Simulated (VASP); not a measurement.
Crystal: Ti2Te3Pt.

```xyz
6
Lattice="6.5536 0.0000 0.0000 -3.2768 5.6756 0.0000 0.0000 0.0000 3.8506" Properties=species:S:1:pos:R:3 pbc="T T T"
Ti    0.0000    3.7837    0.0000
Ti    3.2768    1.8919    0.0000
Te    3.2768    0.0000    1.9253
Te    1.6384    2.8378    1.9253
Te   -1.6384    2.8378    1.9253
Pt    0.0000    0.0000    0.0000
```

The cell was generated, and may not be a known phase.

* Program: VASP 6.6.1
* Task: relaxation of cell and atoms
* Functional: PBE
* Potentials or basis: VASP PAW PBE potentials, release 64 (Ti_sv, Te, Pt)
* Cutoff: 600 eV
* k mesh: 3 × 3 × 4
* Occupations: gaussian, width 0.1 eV
* Spin: no spin polarisation

At the start: pressure 4.1 GPa; volume 23.87 Å³/atom.

Problem. Where does the relaxation end?

Solution. Over 10 steps the energy falls by 27.2 meV/atom and the volume is 26.68 Å³/atom (+11.8 %); space group P6/mmm (No. 191, to 0.1 Å) before and after.

The path:
```tsv
step	energy change (eV)	largest force (eV/Å)	pressure (GPa)	volume (Å³)
1	0.0000	0.0000	4.05	143.23
2	-0.0732	0.0000	-1.69	156.12
3	-0.0997	0.0000	0.04	151.49
4	-0.1087	0.0000	0.03	152.02
5	-0.1302	0.0000	0.09	153.54
6	-0.1569	0.0000	0.29	156.31
7	-0.1522	0.0000	0.73	160.74
8	-0.1620	0.0000	0.68	158.68
9	-0.1565	0.0000	-0.75	163.16
10	-0.1635	0.0000	0.08	160.07
```

Final structure:
```cif
data_structure
_symmetry_space_group_name_H-M 'P 1'
_symmetry_Int_Tables_number 1
_cell_length_a 7.1868
_cell_length_b 7.1868
_cell_length_c 3.5786
_cell_angle_alpha 90.000
_cell_angle_beta 90.000
_cell_angle_gamma 120.000
_cell_volume 160.07
loop_
_atom_site_label
_atom_site_type_symbol
_atom_site_fract_x
_atom_site_fract_y
_atom_site_fract_z
_atom_site_occupancy
Ti1 Ti 0.33333 0.66667 0.00000 1
Ti2 Ti 0.66667 0.33333 0.00000 1
Te1 Te 0.50000 0.00000 0.50000 1
Te2 Te 0.50000 0.50000 0.50000 1
Te3 Te 0.00000 0.50000 0.50000 1
Pt1 Pt 0.00000 0.00000 0.00000 1
```

Caveat: the k points lie up to 0.44 Å⁻¹ apart in the final cell, too coarse for converged energies and pressures of a metal; the highest band is partly filled, so the run has too few bands.
